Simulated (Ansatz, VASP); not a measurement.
Al: VASP beside Ansatz

```
Al
1.0
     0.00000    2.02479    2.02479
     2.02479    0.00000    2.02479
     2.02479    2.02479    0.00000
Al
1
Direct
  0.00000 0.00000 0.00000
```

Alike in both runs: task relaxation of cell and atoms; functional PBE; k mesh 16 × 16 × 16; occupations fermi-dirac, width 0.05 eV; no spin polarisation.

```csv
,VASP,Ansatz
version,VASP 6.6.1,Ansatz 0.2.0
potentials or method,"VASP PAW PBE potentials, release 64 (Al), cutoff 600 eV",plane-wave PAW DFT
valence electrons in the cell,3,3
```

Ansatz gave:

| Property | Result |
| --- | --- |
| relaxed volume (Å³/atom) | 16.48 |
| relaxed cell length with the largest relative difference (Å) | 2.857 |

Task: What did VASP give for the same quantities?

Result: Relaxed volume (Å³/atom): 16.46; relaxed cell length with the largest relative difference (Å): 2.855.
